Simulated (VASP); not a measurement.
Runs of VASP 6.6.1 on HgTe. The structure is that of space group I-4m2 (No. 119), or close to it. The cells are those of the table. 

```tsv
task	level	potentials or basis	cell	cutoff (eV)	gap on the mesh (eV)	pressure (GPa)	relaxed volume (Å³/atom)
relaxation of cell and atoms	LDA	VASP PAW LDA potentials, release 64 (Hg, Te)	relaxed from a = 4.581 Å, angles 96.7, 96.7, 140.2°, 2 atoms	600	none	0.0	25.95
relaxation of cell and atoms	PBE	VASP PAW PBE potentials, release 64 (Hg, Te)	relaxed from a = 4.581 Å, angles 96.7, 96.7, 140.2°, 2 atoms	600	none	0.0	(a)
single point	revPBE	VASP PAW PBE potentials, release 64 (Hg, Te)	a = 4.541 Å, angles 97.6, 97.6, 137.2°, 2 atoms	520	none	0.0	-
single point	PBE	VASP PAW PBE potentials, release 64 (Hg, Te)	a = 4.489 Å, angles 97.6, 97.6, 137.2°, 2 atoms	520	none	0.1	-
single point	BLYP	VASP PAW PBE potentials, release 64 (Hg, Te)	a = 4.664 Å, angles 97.6, 97.6, 137.2°, 2 atoms	520	none	0.1	-
```

Alike in all rows: no spin polarisation; k mesh 10 × 10 × 10; smearing fermi-dirac 0.05 eV.

Question: Estimate the missing entries.

Answer: (a) 28.68.

Caveats: spin-orbit coupling is left out, which moves the levels of the heavy elements; the PAW data sets were made with another functional, which shifts forces and pressure a little (at least some runs).

A k mesh can miss the band edges, and the runs leave out spin-orbit coupling on Hg, Te.

A gap of «none» marks levels without a gap at the run's occupations.
